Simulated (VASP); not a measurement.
BaTiO3:

```
Ba Ti O
1.0
     4.00600    0.00000    0.00000
     0.00000    4.00600    0.00000
     0.00000    0.00000    4.00600
Ba Ti O
1 1 3
Direct
  0.50000 0.50000 0.50000
  0.00000 0.00000 0.00000
  0.50000 0.00000 0.00000
  0.00000 0.50000 0.00000
  0.00000 0.00000 0.50000
```

Base run:

- Program: VASP 6.6.1
- Functional: PBE
- Potentials or basis: VASP PAW PBE potentials, release 64 (Ba_sv, Ti_sv, O_h)
- Cutoff: 1000 eV
- k mesh: 8 × 8 × 8
- Occupations: fermi-dirac, width 0.02 eV
- Spin: no spin polarisation

Its results: band gap on the k mesh 1.74 eV (least direct gap 1.89 eV); pressure 3.5 GPa.

The run is repeated on the same cell with these changes: functional from PBE to PBEsol. What comes out?

Band gap on the k mesh 1.70 eV (least direct gap 1.84 eV); pressure -2.7 GPa.

PBEsol binds more tightly than PBE, so the same cell stands under less pressure.

Caveats: spin-orbit coupling is left out, which moves the levels of the heavy elements; the cell stands under pressure (at least some runs); the PAW data sets were made with another functional, which shifts forces and pressure a little (at least some runs).

A k mesh can miss the band edges.
